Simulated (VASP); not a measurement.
# WC (P1) in VASP: a series of runs

The runs below take WC through single point, with LDA.

All numbers are computed with VASP 6.6.1; they aren't measurements. Logs are shortened: lines on timing, memory, paths and dates and some standing lists are left out, and cuts for length are marked.

### 1 The cell of the first run

The typed cell holds 16 atoms: a = 5.701 Å, b = 5.155 Å, c = 5.668 Å, α = 90.00°, β = 90.00°, γ = 90.00°.

### 2 Single point, LDA

INCAR reads:

```
SYSTEM = WC
ALGO = Normal ; EDIFF = 1E-6
ENCUT = 520 ; GGA = CA
GGA_COMPAT = .FALSE. ; ISIF = 2
ISMEAR = -1 ; LASPH = .TRUE.
LCHARG = .FALSE. ; LREAL = .FALSE.
LWAVE = .FALSE. ; NBANDS = 86
NELM = 120 ; PREC = Accurate
SIGMA = 0.36
```

KPOINTS reads:

```
k-points
0
G
  2 2 2
  0 0 0
```

POSCAR reads:

```
WC
1.0
   -2.8505820000     -4.9373530000      0.0000000000
    4.4639910000     -2.5772860000      0.0000000000
    0.0000000000      0.0000000000      5.6684220000
W C
8 8
Direct
    0.7476059802      0.4409310301     -0.0953175328
    0.7328981001      0.4562254118      0.4126545271
    0.4600501477     -0.0532459250     -0.0492553307
    0.4798027213     -0.0321871167      0.4323601877
    0.2566508720      0.4672062189     -0.0700194869
    0.2751676122      0.4315393652      0.4342654799
   -0.0279637593     -0.0436633920     -0.0295673117
   -0.0131571029     -0.0570129735      0.4698309335
    0.4860264667      0.5635446616      0.1864363662
    0.4421474439      0.6545885834      0.6713508627
    0.2436579987      0.0954005295      0.2199201118
    0.2662039082      0.0635386741      0.6882162267
   -0.0349183402      0.6348942926      0.2058597613
    0.0110794555      0.5925600873      0.6476229187
    0.8047405109      0.1700672817      0.1588096299
    0.7233209796      0.1260275311      0.6320277495
```

Potentials or basis: VASP PAW LDA potentials, release 64 (W_sv, C).

Command:

```sh
> cat potpaw_LDA.64/W_sv/POTCAR potpaw_LDA.64/C/POTCAR > POTCAR
> mpirun -np 1 vasp_std > vasp.out
```

OUTCAR:

```text
SYSTEM = WC
   EDIFF = 1E-6
   ENCUT = 520
   GGA = CA
   ISIF = 2
   ISMEAR = -1
   LASPH = .TRUE.
   LREAL = .FALSE.
   NELM = 120
   PREC = Accurate

 ion  position               nearest neighbor table
   1  0.748  0.441  0.905-  15 2.03  14 2.23  16 2.25   9 2.27  13 2.33  10 2.45   2 2.79   5 2.81
                             7 2.83   2 2.88   5 2.91   7 2.97   3 3.04   3 3.09
   2  0.733  0.456  0.413-   9 1.98  13 1.99  15 2.10  16 2.11  14 2.19  10 2.44   6 2.62   1 2.79
                             1 2.88   4 2.90   8 2.91   4 3.01   8 3.03   6 3.10
   3  0.460  0.947  0.951-  12 1.95  11 2.11  10 2.19   9 2.39  16 2.52  15 2.56   5 2.73   4 2.73
                             7 2.78   7 2.92   5 2.92   4 2.94   1 3.04   1 3.09
   4  0.480  0.968  0.432-  11 1.92  12 1.96  16 1.97  10 2.12   9 2.51  15 2.63   6 2.66   3 2.73
                             8 2.82   8 2.90   2 2.90   3 2.94   6 3.00   2 3.01
   5  0.257  0.467  0.930-   9 2.02  10 2.05  14 2.22  13 2.44  12 2.49  11 2.53   3 2.73   1 2.81
                             6 2.82   6 2.87   1 2.91   3 2.92   7 3.01   7 3.10
   6  0.275  0.432  0.434-   9 1.97  10 2.01  14 2.10  11 2.12  12 2.38  13 2.43   2 2.62   4 2.66
                             5 2.82   5 2.87   4 3.00   8 3.01   2 3.10   8 3.11
   7  0.972  0.956  0.970-  15 1.81  13 2.13  11 2.22  12 2.38  16 2.54  14 2.63   3 2.78   1 2.83
                             8 2.83   8 2.84   3 2.92   1 2.97   5 3.01   5 3.10
   8  0.987  0.943  0.470-  16 2.00  14 2.07  12 2.11  11 2.18  13 2.19  15 2.36   4 2.82   7 2.83
                             7 2.84   4 2.90   2 2.91   6 3.01   2 3.03   6 3.11
   9  0.486  0.564  0.186-   6 1.97   2 1.98   5 2.02   1 2.27   3 2.39   4 2.51
  10  0.442  0.655  0.671-   6 2.01   5 2.05   4 2.12   3 2.19   2 2.44   1 2.45
  11  0.244  0.095  0.220-   4 1.92   3 2.11   6 2.12   8 2.18   7 2.22   5 2.53
  12  0.266  0.064  0.688-   3 1.95   4 1.96   8 2.11   6 2.38   7 2.38   5 2.49
  13  0.965  0.635  0.206-   2 1.99   7 2.13   8 2.19   1 2.33   6 2.43   5 2.44
  14  0.011  0.593  0.648-   8 2.07   6 2.10   2 2.19   5 2.22   1 2.23   7 2.63
  15  0.805  0.170  0.159-   7 1.81   1 2.03   2 2.10   8 2.36   3 2.56   4 2.63
  16  0.723  0.126  0.632-   4 1.97   8 2.00   2 2.11   1 2.25   3 2.52   7 2.54

  LATTYP: Found a simple orthorhombic cell.
 ALAT       =     5.1545726083
 B/A-ratio  =     1.0996880694
 C/A-ratio  =     1.1060401237

  Lattice vectors:

 A1 = (   4.4639910000,  -2.5772860000,   0.0000000000)
 A2 = (   0.0000000000,   0.0000000000,   5.6684220000)
 A3 = (  -2.8505820000,  -4.9373530000,   0.0000000000)

Analysis of symmetry for initial positions (statically):
=====================================================================
 Subroutine PRICEL returns:
 Original cell was already a primitive cell.

 Routine SETGRP: Setting up the symmetry group for a
 simple orthorhombic supercell.
[... 140 lines left out ...]
   PSTRESS=    0.0 pullay stress
   NELECT =     144.0000    total number of electrons
   NUPDOWN=      -1.0000    fix difference up-down
   EMIN   =  10.00;   EMAX   =-10.00  energy-range for DOS
   EFERMI =   0.00;   METHOD = LEGACY
   ISMEAR =    -1;   SIGMA  =   0.36  broadening in eV -4-tet -1-fermi 0-gaus
   EFERMI_NEDOS =   21; number of points for ismear=-14 and -15
   IALGO  =     38    algorithm
   IMIX   =      4    mixing-type and parameters
     AMIX     =   0.40;   BMIX     =  1.00
     AMIX_MAG =   1.60;   BMIX_MAG =  1.00
  volume/ion in A,a.u.               =      10.41        70.26
  Fermi-wavevector in a.u.,A,eV,Ry     =   1.559515  2.947056 33.090550  2.432087
  Thomas-Fermi vector in A             =   2.662862
   LORBIT       =      0    0 simple, 1 ext, 2 COOP (PROOUT), +10 PAW based schemes
   GGA     = CA    functional components
   LHFCALC =     F    Hartree Fock is set to
   AEXX    =    0.0000 exact exchange contribution
   IVDW    =     0    specifies the selected vdW correction
   LEPSILON=     F    determine dielectric tensor
   LRPA    =     F    only Hartree local field effects (RPA)
 non-spin polarized calculation
  energy-cutoff  :      520.00
  volume of cell :      166.58
 maximum number of plane-waves:      4523
   NGX = 21   NGY = 19   NGZ = 21

 number of electron     143.9999994 magnetization

 Free energy of the ion-electron system (eV)
  ---------------------------------------------------
  ext. energy  EPLUGINS =         0.00000000
  ---------------------------------------------------
  free energy    TOTEN  =      -188.30857572 eV

  energy without entropy =     -186.01979012  energy(sigma->0) =     -187.16418292

 E-fermi :  11.3811     XC(G=0): -13.8980

 val. band max:       11.3517560553   @ k =   0.5000   0.0000   0.5000
 cond. band min:      11.4022800905   @ k =   0.0000   0.5000   0.0000
 fundamental gap:      0.0505240351
 Fermi energy:        11.3810805660

 k-point     1 :       0.0000    0.0000    0.0000
  band No.  band energies     occupation
      1     -62.5246      2.00000
      2     -62.4839      2.00000
      3     -62.4286      2.00000
      4     -62.3845      2.00000
      5     -62.2995      2.00000
      6     -62.1893      2.00000
[... 685 lines left out ...]
     83      14.6418      0.00023
     84      14.7972      0.00015
 [bands above 84 left out]

------------------------ aborting loop because EDIFF is reached ----------------------------------------

  FORCE on cell =-STRESS in cart. coord.  units (eV):
  Direction    XX          YY          ZZ          XY          YZ          ZX
  --------------------------------------------------------------------------------------
  -------------------------------------------------------------------------------------
  Total       14.4006562     20.8199643     21.7251986     12.6879437     -1.7357994     -0.3481041
  in kB      138.5078806    200.2498424    208.9565343    122.0347304    -16.6952044     -3.3481221
  external PRESSURE =     182.5714191 kB  Pullay stress =       0.0000000 kB

 VOLUME and BASIS-vectors are now :
 -----------------------------------------------------------------------------
  energy-cutoff  :      520.00
  volume of cell :      166.58
      direct lattice vectors                 reciprocal lattice vectors
    -2.850582000 -4.937353000  0.000000000    -0.087701376 -0.151903264  0.000000000
     4.463991000 -2.577286000  0.000000000     0.168011099 -0.097001251  0.000000000
     0.000000000  0.000000000  5.668422000     0.000000000  0.000000000  0.176415941

 POSITION                                       TOTAL-FORCE (eV/Angst)
 -----------------------------------------------------------------------------------
     -0.16280     -4.82760      5.12812         2.427004     -0.933507      1.112344
     -0.05260     -4.79440      2.33910        -2.371447     -1.942990      2.614831
      2.91489     -4.71149      5.38922        -2.388900     -3.406360     -0.475371
      2.95259     -4.86329      2.45080        -6.415065     -0.255701      0.251833
      1.35400     -2.47130      5.27152        -0.908495      3.903227      0.291512
      1.14200     -2.47080      2.46160         3.933190      6.071690      0.320725
[... 8 lines left out ...]
     -1.53480     -4.41160      0.90020         3.074245      3.917335      3.845344
     -1.49930     -3.89610      3.58260         0.450621     -1.652114      4.709959
 -----------------------------------------------------------------------------------
    total drift:                                0.000295     -0.000352      0.000740

  FREE ENERGIE OF THE ION-ELECTRON SYSTEM (eV)
  ---------------------------------------------------
  free  energy   TOTEN  =      -188.3085757157 eV

  energy  without entropy=     -186.0197901195  energy(sigma->0) =     -187.16418292
```

It took 3.5 min on 1 thread of Intel Xeon 8259CL, shared host; peak memory 0.25 GiB.

Results:

```
Free energy            : -188.3086 eV
Pressure               : 18.3 GPa
Largest force          : 7.279 eV/Å
Band gap on the k mesh : zero (bands 72 and 73 overlap by 0.53 eV)
```

Forces in eV/Å, atoms in the order of the input:
```
W    2.427 -0.934  1.112
W   -2.371 -1.943  2.615
W   -2.389 -3.406 -0.475
W   -6.415 -0.256  0.252
W   -0.908  3.903  0.292
W    3.933  6.072  0.321
W   -4.930 -1.560 -5.123
W   -0.273 -0.806 -3.633
C    3.042 -2.705 -2.825
C   -2.953 -2.870  1.549
C    2.133  1.379 -3.303
C    5.372  1.976  0.785
C   -1.497 -2.339 -2.739
C    1.306  1.224  2.617
C    3.074  3.917  3.845
C    0.451 -1.652  4.710
```

Stress tensor (GPa, compression positive):
```
13.85 12.20 -0.33
12.20 20.02 -1.67
-0.33 -1.67 20.90
```

Levels at points of the mesh, in eV from the Fermi level:
```
           k point  band 68  band 69  band 70  band 71  band 72  band 73  band 74  band 75  band 76  band 77
(0.00, 0.00, 0.00)    -1.01    -0.93    -0.44    -0.28    -0.08     0.51     0.68     1.01     1.90     2.00
(0.50, 0.00, 0.00)    -1.36    -0.93    -0.63    -0.48    -0.08     0.07     0.16     0.73     0.91     1.35
(0.00, 0.50, 0.00)    -1.31    -0.87    -0.43     0.02     0.19     1.11     1.21     1.42     1.58     2.08
(0.50, 0.50, 0.00)    -1.72    -1.49    -1.15    -0.94    -0.66     0.71     0.92     1.26     1.34     1.71
(0.00, 0.00, 0.50)    -1.52    -1.13    -0.95    -0.20    -0.14     0.13     0.28     0.43     0.82     1.62
(0.50, 0.00, 0.50)    -1.43    -1.33    -1.11    -0.97    -0.92    -0.34    -0.03     0.34     0.39     1.58
(0.00, 0.50, 0.50)    -1.64    -1.25    -1.22    -0.79    -0.51     0.70     1.02     1.15     1.22     1.53
(0.50, 0.50, 0.50)    -1.73    -1.68    -1.37    -1.12    -1.05     0.26     0.67     1.04     1.33     1.43
```

Caveat: the k points lie up to 0.61 Å⁻¹ apart, too coarse for converged energies and pressures of a metal; the atoms stand as in a frame of molecular dynamics; so wide a smearing shifts energies and pressures; spin-orbit coupling is left out, which moves the levels of the heavy elements; forces of over 1 eV/Å act on the atoms, so gaps and moduli don't describe the material at rest.

### 3 Single point, LDA

This run uses another cell than the first one, of 10.84 Å³/atom.

INCAR reads:

```
ALGO     = Normal         # electronic algorithm
EDIFF    = 1E-6           # SCF threshold, eV
ENCUT    = 520            # plane-wave cutoff, eV
GGA      = CA             # functional
GGA_COMPAT= False        
ISIF     = 2              # what is computed and relaxed
ISMEAR   = -1             # smearing method
LASPH    = True           # aspherical terms in the spheres
LCHARG   = False          # write CHGCAR
LREAL    = False          # projectors in reciprocal space
LWAVE    = False          # write WAVECAR
NBANDS   = 86             # bands
NELM     = 120            # most SCF steps
PREC     = Accurate       # precision mode
SIGMA    = 0.36           # smearing width, eV
```

KPOINTS reads:

```
k-points
0
Gamma
  2 2 2
```

POSCAR reads:

```
WC
1.0
   -2.9810140000     -5.1632680000      0.0000000000
    4.3247400000     -2.4968890000      0.0000000000
    0.0000000000      0.0000000000      5.8253990000
W C
8 8
Direct
    0.7655691891      0.4665650353     -0.1112713481
    0.7472323010      0.4347567600      0.4138428973
    0.4809080566     -0.0227311585     -0.0567686437
    0.4894058723     -0.0554424643      0.4359186384
    0.2688846465      0.4676926002     -0.0479280475
    0.2456507107      0.4687190924      0.4317472503
   -0.0252188807     -0.0463329209     -0.0374566618
   -0.0576799062     -0.0602682723      0.4131047504
    0.5257506638      0.5699926676      0.1932571486
    0.5129301077      0.6193324528      0.6387201975
    0.2012854556      0.1211945137      0.2071274431
    0.2222153887      0.1789997051      0.7126722135
   -0.0084128772      0.6096137792      0.2192639508
    0.0509224198      0.6834400325      0.6835583279
    0.7385003587      0.1113084042      0.2217358845
    0.7413303401      0.0810259397      0.6925190875
```

Potentials or basis: VASP PAW LDA potentials, release 64 (W_sv, C).

Command:

```sh
> cat potpaw_LDA.64/W_sv/POTCAR potpaw_LDA.64/C/POTCAR > POTCAR
> mpirun -np 1 vasp_std > vasp.out
```

Wall time 4.3 min (1 thread of Intel Xeon 8259CL, shared host); peak memory 0.28 GiB.

The run converged. Its results:

- Free energy: -189.0442 eV
- Pressure: -3.2 GPa
- Largest force: 10.478 eV/Å
- Band gap on the k mesh: zero (bands 72 and 73 overlap by 0.11 eV)

Forces in eV/Å, atoms in the order of the input:
```
W    0.168  1.562  3.001
W    1.208 -0.988  3.760
W   -1.509  0.182 -0.689
W    2.152  0.722 -0.371
W    1.674  1.210 -1.542
W   -1.581  0.806  1.744
W    0.205 -1.909 -4.455
W   -3.660 -7.047  6.837
C    3.495  0.944 -2.246
C   -0.226  0.373  3.573
C   -1.231 -2.219 -0.736
C   -3.071  0.135 -0.496
C   -0.240 -0.153 -4.183
C   -1.546  2.982  1.700
C    1.633  3.646 -6.207
C    2.530 -0.247  0.309
```

Stress tensor (GPa, compression positive):
```
 5.92 -5.78 -2.79
-5.78 -5.98 -5.38
-2.79 -5.38 -9.54
```

Levels at points of the mesh, in eV from the Fermi level:
```tsv
k point	band 70	band 71	band 72	band 73	band 74	band 75
(0.00, 0.00, 0.00)	-0.56	-0.46	-0.02	0.15	0.60	0.99
(0.50, 0.00, 0.00)	-0.55	-0.19	0.00	0.20	0.29	0.70
(0.00, 0.50, 0.00)	-0.54	-0.24	0.09	0.72	1.12	1.19
(0.50, 0.50, 0.00)	-1.36	-1.00	-0.82	0.77	0.88	1.31
(0.00, 0.00, 0.50)	-0.63	-0.31	-0.19	-0.02	0.46	0.52
(0.50, 0.00, 0.50)	-1.04	-0.78	-0.61	0.19	0.25	0.40
(0.00, 0.50, 0.50)	-1.19	-0.93	-0.82	0.16	0.50	0.73
(0.50, 0.50, 0.50)	-1.43	-1.14	-0.87	0.58	0.79	0.97
```

Caveat: the k points lie up to 0.63 Å⁻¹ apart; the atoms stand as in a frame of molecular dynamics; so wide a smearing shifts energies and pressures; spin-orbit coupling is left out, which moves the levels of the heavy elements; forces of over 1 eV/Å act on the atoms, so gaps and moduli don't describe the material at rest.
